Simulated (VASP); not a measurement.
The system is Mg2ZnS3.

```xyz
6
Lattice="5.6751 0.0000 0.0000 -2.8376 4.9148 0.0000 0.0000 0.0000 4.0591" Properties=species:S:1:pos:R:3 pbc="T T T"
Mg    0.0000    3.2765    0.0000
Mg    2.8376    1.6383    0.0000
Zn    0.0000    0.0000    0.0000
S     2.8376    0.0000    2.0296
S    -1.4188    2.4574    2.0296
S     1.4188    2.4574    2.0296
```

The cell was built from a structure type or drawn by symmetry, and may not be a known phase.

```yaml
Program: VASP 6.6.1
Task: relaxation of cell and atoms
Functional: PBE
Potentials_or_basis: VASP PAW PBE potentials, release 64 (Mg, Zn, S)
Cutoff: 600 eV
k_mesh: 6 × 6 × 4
Occupations: gaussian, width 0.1 eV
Spin: no spin polarisation
```

At the start: pressure 3.9 GPa; volume 18.87 Å³/atom.

Problem. Where does the relaxation end?

Solution. Over 9 steps the energy falls by 198.9 meV/atom and the volume is 21.59 Å³/atom (+14.4 %); space group P6/mmm (No. 191, to 0.1 Å) before and after.

Step by step:
```
step  energy change (eV)  largest force (eV/Å)  pressure (GPa)  volume (Å³)
   1              0.0000                0.0000            3.91       113.22
   2             -0.5339                0.0000            0.91       120.74
   3             -0.9160                0.0000           -1.65       129.99
   4             -0.8943                0.0000           -4.46       147.93
   5             -1.0369                0.0000           -3.23       137.95
   6             -1.1596                0.0000            0.13       130.41
   7             -1.1775                0.0000           -0.80       132.21
   8             -1.1782                0.0000           -1.02       132.64
   9             -1.1936                0.0000           -0.15       129.55
```

Final structure:
```cif
data_structure
_symmetry_space_group_name_H-M 'P 1'
_symmetry_Int_Tables_number 1
_cell_length_a 6.5079
_cell_length_b 6.5079
_cell_length_c 3.5320
_cell_angle_alpha 90.000
_cell_angle_beta 90.000
_cell_angle_gamma 120.000
_cell_volume 129.55
loop_
_atom_site_label
_atom_site_type_symbol
_atom_site_fract_x
_atom_site_fract_y
_atom_site_fract_z
_atom_site_occupancy
Mg1 Mg 0.33333 0.66667 0.00000 1
Mg2 Mg 0.66667 0.33333 0.00000 1
Zn1 Zn 0.00000 0.00000 0.00000 1
S1 S 0.50000 0.00000 0.50000 1
S2 S 0.00000 0.50000 0.50000 1
S3 S 0.50000 0.50000 0.50000 1
```

Caveat: the k points lie up to 0.44 Å⁻¹ apart in the final cell, too coarse for converged energies and pressures of a metal.
